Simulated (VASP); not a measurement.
Wanted: the native input for a VASP 6.6.1 run.

```yaml
Task: single point
Functional: PBE
Potentials_or_basis: VASP PAW PBE potentials, release 64 (Li_sv)
Cutoff: 520 eV
k_mesh: 16 × 16 × 16
Occupations: gaussian, width 0.1 eV
Spin: no spin polarisation
Dipole_correction: no
Further_INCAR_settings: ALGO = Normal; EDIFF = 1e-07; NBANDS = 8
```

The structure of Li lies in POSCAR:

```
Li
1.0
    0.0000000000      2.1611170102      2.1611170102
    2.1611170102      0.0000000000      2.1611170102
    2.1611170102      2.1611170102      0.0000000000
Li
1
Direct
    0.0000000000      0.0000000000      0.0000000000
```

These files were run (other wordings do the same):

INCAR

```
SYSTEM = Li
ALGO = Normal ; EDIFF = 1E-7
ENCUT = 520 ; GGA = PE
ISIF = 2 ; ISMEAR = 0
LASPH = .TRUE. ; LCHARG = .TRUE.
LELF = .TRUE. ; LREAL = .FALSE.
LVHAR = .TRUE. ; LWAVE = .FALSE.
NBANDS = 8 ; NELM = 100
PREC = Accurate ; SIGMA = 0.1
```

KPOINTS

```
k-points
0
G
  16 16 16
  0 0 0
```

Potentials or basis: VASP PAW PBE potentials, release 64 (Li_sv).

Launch:

```console
$ cat potpaw_PBE.64/Li_sv/POTCAR > POTCAR
$ mpirun -np 1 vasp_std > vasp.out
```

Wall time 12 s on 1 thread of AMD EPYC 9R45 96-Core Processor (Zen 5), with other jobs on the host, peak memory 0.11 GiB.
